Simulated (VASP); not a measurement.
Runs of VASP 6.6.1 on AlBAs2. The structure is that of space group P-4m2 (No. 115), or close to it. The cells are those of the table. 

| level | cell | k mesh | gap on the mesh (eV) | pressure (GPa) | largest force (eV/Å) |
| --- | --- | --- | --- | --- | --- |
| PBE | a = 3.683, b = 3.683, c = 5.452 Å, 4 atoms | 6 × 6 × 4 | 0.63 | 0.3 | 0.01 |
| r2SCAN | a = 3.586, b = 3.586, c = 5.302 Å, 4 atoms | 6 × 6 × 4 | 0.91 | 7.0 | 0.10 |
| r2SCAN | a = 3.661, b = 3.661, c = 5.413 Å, 4 atoms | 6 × 6 × 4 | 0.95 | 0.0 | 0.02 |
| r2SCAN | a = 3.733, b = 3.733, c = 5.519 Å, 4 atoms | 6 × 6 × 4 | 0.80 | -5.1 | 0.11 |
| PBE | a = 3.646, b = 3.646, c = 5.397 Å, 4 atoms | 6 × 6 × 4 | 0.68 | 3.2 | 0.04 |
| PBE | a = 3.720, b = 3.720, c = 5.506 Å, 4 atoms | 6 × 6 × 4 | (a) | -2.3 | (c) |
| r2SCAN | a = 3.624, b = 3.624, c = 5.358 Å, 4 atoms | 6 × 6 × 4 | 0.97 | 3.2 | 0.04 |
| PBE | a = 3.661, b = 3.661, c = 5.413 Å, 4 atoms | 8 × 8 × 6 | 0.69 | 2.1 | 0.14 |
| r2SCAN | a = 3.697, b = 3.697, c = 5.467 Å, 4 atoms | 6 × 6 × 4 | 0.88 | -2.8 | 0.07 |
| r2SCAN | a = 3.661, b = 3.661, c = 5.413 Å, 4 atoms | 8 × 8 × 6 | 0.95 | 0.0 | 0.02 |
| PBE | a = 3.755, b = 3.755, c = 5.559 Å, 4 atoms | 6 × 6 × 4 | 0.49 | -4.4 | 0.08 |
| PBE | a = 3.608, b = 3.608, c = 5.340 Å, 4 atoms | 6 × 6 × 4 | (b) | 6.7 | 0.09 |

Alike in all rows: task single point; potentials or basis VASP PAW PBE potentials, release 64 (B, As, Al); no spin polarisation; cutoff (eV) 520; smearing gaussian 0.01 eV.

Estimate the missing entries.

(a) 0.56; (b) 0.61; (c) 0.05.

Caveats: the PAW data sets were made with another functional, which shifts forces and pressure a little (some runs).

A k mesh can miss the band edges, and the runs leave out spin-orbit coupling on As.
